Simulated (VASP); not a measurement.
# MgBe2SeO2 (P6/mmm) in VASP: notebook

MgBe2SeO2 is run at these levels: PBE; tasks: single point, relaxation of cell and atoms.

Program: VASP 6.6.1. These are calculated values, not measurements. Logs are shortened: lines on timing, memory, paths and dates and some standing lists are left out, and cuts for length are marked.

## 1. The cell of the first run

Symmetry: P6/mmm, No. 191, hexagonal system. The conventional cell has a = 4.215 Å, b = 4.215 Å, c = 5.260 Å, α = 90.00°, β = 90.00°, γ = 120.00°. Within 1.8 Å of Mg (site symmetry 6/mmm) lie 2 O at 1.31 Å. Be (site symmetry -6m2) has 3 Be at 2.43 Å and 3 Se at 2.43 Å and 6 O at 2.77 Å within 3.2 Å. Within 1.8 Å of Se (site symmetry 6/mmm) lie 2 O at 1.32 Å. O (site symmetry 6mm) has 1 Mg at 1.31 Å and 1 Se at 1.32 Å within 1.8 Å.

The cell was built from a structure type or drawn by symmetry, and may not be a known phase.

## 2. Single point, PBE

INCAR reads:

```
PREC = Accurate
ENCUT = 520
EDIFF = 1E-7
ISMEAR = 0
SIGMA = 0.1
LREAL = F
LASPH = T
NELM = 80
ALGO = Normal
ISIF = 2
LWAVE = F
LCHARG = F
GGA = PE
NBANDS = 21
```

KPOINTS reads:

```
regular mesh
0
Gamma
  6 6 4
```

POSCAR reads:

```
MgBe2SeO2
1.0
    4.2147777800      0.0000000000      0.0000000000
   -2.1073888900      3.6501046200      0.0000000000
    0.0000000000      0.0000000000      5.2597084200
Mg Be Se O
1 2 1 2
Direct
    0.0000000000      0.0000000000      0.5000000000
    0.3333333300      0.6666666700      0.0000000000
    0.6666666700      0.3333333300      0.0000000000
    0.0000000000      0.0000000000      0.0000000000
    0.0000000000      0.0000000000      0.2509698300
    0.0000000000      0.0000000000      0.7490301700
```

Potentials or basis: VASP PAW PBE potentials, release 64 (Mg, Be, Se, O).

Launch:

```
> cat potpaw_PBE.64/Mg/POTCAR potpaw_PBE.64/Be/POTCAR potpaw_PBE.64/Se/POTCAR potpaw_PBE.64/O/POTCAR > POTCAR
> mpirun -np 1 vasp_std > vasp.out
```

OUTCAR:

```text
PREC = Accurate
   ENCUT = 520
   EDIFF = 1E-7
   ISMEAR = 0
   LREAL = F
   LASPH = T
   NELM = 80
   ISIF = 2
   GGA = PE

 ion  position               nearest neighbor table
   1  0.000  0.000  0.500-   5 1.31   6 1.31   4 2.63   4 2.63
   2  0.333  0.667  0.000-   4 2.43   4 2.43   4 2.43
   3  0.667  0.333  0.000-   4 2.43   4 2.43   4 2.43
   4  0.000  0.000  0.000-   5 1.32   6 1.32   2 2.43   3 2.43   2 2.43   3 2.43   3 2.43   2 2.43
                             1 2.63   1 2.63
   5  0.000  0.000  0.251-   1 1.31   4 1.32
   6  0.000  0.000  0.749-   1 1.31   4 1.32

 -----------------------------------------------------------------------------
|                                                                             |
|           W    W    AA    RRRRR   N    N  II  N    N   GGGG   !!!           |
|           W    W   A  A   R    R  NN   N  II  NN   N  G    G  !!!           |
|           W    W  A    A  R    R  N N  N  II  N N  N  G       !!!           |
|           W WW W  AAAAAA  RRRRR   N  N N  II  N  N N  G  GGG   !            |
|           WW  WW  A    A  R   R   N   NN  II  N   NN  G    G                |
|           W    W  A    A  R    R  N    N  II  N    N   GGGG   !!!           |
|                                                                             |
|     The distance between some ions is very small. Please check the          |
|     nearest-neighbor list in the OUTCAR file.                               |
|     I HOPE YOU KNOW WHAT YOU ARE DOING!                                     |
|                                                                             |
 -----------------------------------------------------------------------------

  LATTYP: Found a hexagonal cell.
 ALAT       =     4.2147777800
 C/A-ratio  =     1.2479206958

  Lattice vectors:

 A1 = (   4.2147777800,   0.0000000000,   0.0000000000)
 A2 = (  -2.1073888900,   3.6501046200,   0.0000000000)
 A3 = (   0.0000000000,   0.0000000000,   5.2597084200)

Analysis of symmetry for initial positions (statically):
=====================================================================
 Subroutine PRICEL returns:
 Original cell was already a primitive cell.

 Routine SETGRP: Setting up the symmetry group for a
 hexagonal supercell.

 Subroutine GETGRP returns: Found 24 space group operations
 (whereof 24 operations were pure point group operations)
 out of a pool of 24 trial point group operations.

The static configuration has the point symmetry D_6h.

Analysis of symmetry for dynamics (positions and initial velocities):
=====================================================================
 Subroutine PRICEL returns:
 Original cell was already a primitive cell.

 Routine SETGRP: Setting up the symmetry group for a
 hexagonal supercell.

 Subroutine GETGRP returns: Found 24 space group operations
 (whereof 24 operations were pure point group operations)
 out of a pool of 24 trial point group operations.

The dynamic configuration has the point symmetry D_6h.

 Subroutine INISYM returns: Found 24 space group operations
 (whereof 24 operations are pure point group operations),
 and found     1 'primitive' translations

----------------------------------------------------------------------------------------

                                     Primitive cell

  volume of cell :      80.9174

  direct lattice vectors                    reciprocal lattice vectors
     4.214777780  0.000000000  0.000000000     0.237260433  0.136982375  0.000000000
    -2.107388890  3.650104620  0.000000000     0.000000000  0.273964750  0.000000000
     0.000000000  0.000000000  5.259708420     0.000000000  0.000000000  0.190124608

  length of vectors
     4.214777780  4.214777772  5.259708420     0.273964750  0.273964750  0.190124608

  position of ions in fractional coordinates (direct lattice)
     0.000000000  0.000000000  0.500000000
     0.333333330  0.666666670  0.000000000
     0.666666670  0.333333330  0.000000000
     0.000000000  0.000000000  0.000000000
     0.000000000  0.000000000  0.250969830
     0.000000000  0.000000000  0.749030170

  ion indices of the primitive-cell ions
   primitive index   ion index
                 1           1
                 2           2
                 3           3
                 4           4
                 5           5
                 6           6

----------------------------------------------------------------------------------------

 KPOINTS: regular mesh

Automatic generation of k-mesh.
 Grid dimensions read from file:
 generate k-points for:    6    6    4

 Generating k-lattice:

  Cartesian coordinates                     Fractional coordinates (reciprocal lattice)
     0.039543405  0.022830396  0.000000000     0.166666667  0.000000000  0.000000000
     0.000000000  0.045660792  0.000000000     0.000000000  0.166666667  0.000000000
     0.000000000  0.000000000  0.047531152     0.000000000  0.000000000  0.250000000

  Length of vectors
     0.045660792  0.045660792  0.047531152

  Shift w.r.t. Gamma in fractional coordinates (k-lattice)
     0.000000000  0.000000000  0.000000000

 Subroutine IBZKPT returns following result:
 ===========================================

 Found     21 irreducible k-points:

 Following reciprocal coordinates:
            Coordinates               Weight
  0.000000  0.000000  0.000000      1.000000
  0.166667  0.000000  0.000000      6.000000
  0.333333  0.000000  0.000000      6.000000
  0.500000 -0.000000  0.000000      3.000000
  0.166667  0.166667  0.000000      6.000000
  0.333333  0.166667  0.000000     12.000000
[... 13 lines left out ...]
  0.333333  0.166667  0.500000     12.000000
  0.333333  0.333333  0.500000      2.000000
   k-points           NKPTS =     21   k-points in BZ     NKDIM =     21   number of bands    NBANDS=     21
   number of dos      NEDOS =    301   number of ions     NIONS =      6
   total plane-waves  NPLWV =  40960
   dimension x,y,z NGX =    32 NGY =   32 NGZ =   40
   dimension x,y,z NGXF=    64 NGYF=   64 NGZF=   80
   ions per type =               1   2   1   2
   NGX,Y,Z   is equivalent  to a cutoff of  12.62, 12.62, 12.64 a.u.
   NGXF,Y,Z  is equivalent  to a cutoff of  25.24, 25.24, 25.29 a.u.
 SYSTEM =  unknown system
   PREC   = accura    normal or accurate (medium, high low for compatibility)
   ISTART =      0    job   : 0-new  1-cont  2-samecut
   ICHARG =      2    charge: 1-file 2-atom 10-const
   ISPIN  =      1    spin polarized calculation?
   LNONCOLLINEAR =      F non collinear calculations
   LSORBIT =      F    spin-orbit coupling
   LASPH  =      T    aspherical Exc in radial PAW
   ENCUT  =  520.0 eV  38.22 Ry    6.18 a.u.   7.84  7.84  9.78*2*pi/ulx,y,z
   NELM   =     80;   NELMIN=  2; NELMDL= -5     # of ELM steps
   EDIFF  = 0.1E-06   stopping-criterion for ELM
   LREAL  =      F    real-space projection
   EDIFFG = 0.1E-05   stopping-criterion for IOM
   NSW    =      0    number of steps for IOM
   IBRION =     -1    ionic relax: 0-MD 1-quasi-New 2-CG
   NFREE  =      0    steps in history (QN), initial steepest desc. (CG)
   ISIF   =      2    stress and relaxation
   ISYM   =      2    0-nonsym 1-usesym 2-fastsym
   POTIM  = 0.5000    time-step for ionic-motion
   TEBEG  =    0.0;   TEEND  =   0.0 temperature during run
   PSTRESS=    0.0 pullay stress
   NELECT =      24.0000    total number of electrons
   NUPDOWN=      -1.0000    fix difference up-down
   EMIN   =  10.00;   EMAX   =-10.00  energy-range for DOS
   EFERMI =   0.00;   METHOD = LEGACY
   ISMEAR =     0;   SIGMA  =   0.10  broadening in eV -4-tet -1-fermi 0-gaus
   EFERMI_NEDOS =   21; number of points for ismear=-14 and -15
   IALGO  =     38    algorithm
   IMIX   =      4    mixing-type and parameters
     AMIX     =   0.40;   BMIX     =  1.00
     AMIX_MAG =   1.60;   BMIX_MAG =  1.00
  volume/ion in A,a.u.               =      13.49        91.01
  Fermi-wavevector in a.u.,A,eV,Ry     =   1.091771  2.063147 16.217639  1.191963
  Thomas-Fermi vector in A             =   2.228023
   LORBIT       =      0    0 simple, 1 ext, 2 COOP (PROOUT), +10 PAW based schemes
   GGA     = PE    functional components
   LHFCALC =     F    Hartree Fock is set to
   AEXX    =    0.0000 exact exchange contribution
   IVDW    =     0    specifies the selected vdW correction
   LEPSILON=     F    determine dielectric tensor
   LRPA    =     F    only Hartree local field effects (RPA)
 non-spin polarized calculation
 Gauss-broadening in eV      SIGMA  =   0.10
  energy-cutoff  :      520.00
  volume of cell :       80.92
 maximum number of plane-waves:      2197
 NGX is ok and might be reduce to    32
   NGX = 15   NGY = 15   NGZ = 19

 number of electron      23.9999984 magnetization

 Free energy of the ion-electron system (eV)
  ---------------------------------------------------
  ext. energy  EPLUGINS =         0.00000000
  ---------------------------------------------------
  free energy    TOTEN  =         6.16280898 eV

  energy without entropy =        6.18126131  energy(sigma->0) =        6.17203514

 E-fermi :   5.1730     XC(G=0):  -9.1732

 val. band max:        5.1542295334   @ k =   0.1667   0.1667   0.0000
 cond. band min:       5.2129932447   @ k =   0.3333   0.1667   0.0000
 fundamental gap:      0.0587637112
 Fermi energy:         5.1729558275

 k-point     1 :       0.0000    0.0000    0.0000
  band No.  band energies     occupation
      1     -22.4283      2.00000
      2     -20.5243      2.00000
      3      -8.9981      2.00000
      4      -5.8008      2.00000
      5      -5.8008      2.00000
      6      -3.8717      2.00000
[... 13 lines left out ...]
     20      13.4471      0.00000
     21      13.8568      0.00000

 k-point     2 :       0.1667    0.0000    0.0000
  band No.  band energies     occupation
      1     -22.4195      2.00000
      2     -20.5204      2.00000
      3      -8.9763      2.00000
      4      -6.0783      2.00000
      5      -5.8735      2.00000
      6      -3.8665      2.00000
[... 448 lines left out ...]
 k-point    21 :       0.3333    0.3333    0.5000
  band No.  band energies     occupation
      1     -22.1462      2.00000
      2     -20.8938      2.00000
      3      -6.9689      2.00000
      4      -6.5273      2.00000
      5      -6.5273      2.00000
      6      -6.2132      2.00000
[... 13 lines left out ...]
     20      12.1770      0.00000
     21      12.1770      0.00000

------------------------ aborting loop because EDIFF is reached ----------------------------------------

  FORCE on cell =-STRESS in cart. coord.  units (eV):
  Direction    XX          YY          ZZ          XY          YZ          ZX
  --------------------------------------------------------------------------------------
  -------------------------------------------------------------------------------------
  Total        0.5622113      0.5622113    211.3120842      0.0000000     -0.0000000     -0.0000000
  in kB       11.1318796     11.1318796   4184.0151907      0.0000000     -0.0000000     -0.0000000
  external PRESSURE =    1402.0929833 kB  Pullay stress =       0.0000000 kB

 VOLUME and BASIS-vectors are now :
 -----------------------------------------------------------------------------
  energy-cutoff  :      520.00
  volume of cell :       80.92
      direct lattice vectors                 reciprocal lattice vectors
     4.214777780  0.000000000  0.000000000     0.237260433  0.136982375  0.000000000
    -2.107388890  3.650104620  0.000000000     0.000000000  0.273964750  0.000000000
     0.000000000  0.000000000  5.259708420     0.000000000  0.000000000  0.190124608

 POSITION                                       TOTAL-FORCE (eV/Angst)
 -----------------------------------------------------------------------------------
      0.00000      0.00000      2.62985         0.000000     -0.000000      0.000000
     -0.00000      2.43340      0.00000        -0.000000      0.000000     -0.000000
      2.10739      1.21670      0.00000         0.000000      0.000000      0.000000
      0.00000      0.00000      0.00000         0.000000     -0.000000      0.000000
      0.00000      0.00000      1.32003         0.000000      0.000000      4.654084
      0.00000      0.00000      3.93968         0.000000     -0.000000     -4.654084
 -----------------------------------------------------------------------------------
    total drift:                                0.000000     -0.000000     -0.000000

  FREE ENERGIE OF THE ION-ELECTRON SYSTEM (eV)
  ---------------------------------------------------
  free  energy   TOTEN  =         6.1628089840 eV

  energy  without entropy=        6.1812613056  energy(sigma->0) =        6.17203514
```

It took 45 s on 1 thread of Intel Xeon 8259CL, shared host; peak memory 0.21 GiB.

What came out:

* Free energy: 6.1628 eV
* Pressure: 140.2 GPa
* Largest force: 4.654 eV/Å
* Band gap on the k mesh: zero (bands 12 and 13 overlap by 1.72 eV)

Forces on the atoms (eV/Å):
```
Mg   0.000  0.000  0.000
Be   0.000  0.000  0.000
Be   0.000  0.000  0.000
Se   0.000  0.000  0.000
O    0.000  0.000  4.654
O    0.000  0.000 -4.654
```

Stress tensor (GPa, compression positive):
```
  1.11   0.00   0.00
  0.00   1.11   0.00
  0.00   0.00 418.40
```

Caveat: atoms lie so close that the PAW spheres overlap strongly, which falsifies energies and pressures; the cell stands under pressure; forces of over 1 eV/Å act on the atoms, so gaps and moduli don't describe the material at rest.

(Part 1 of 2 ends here.)
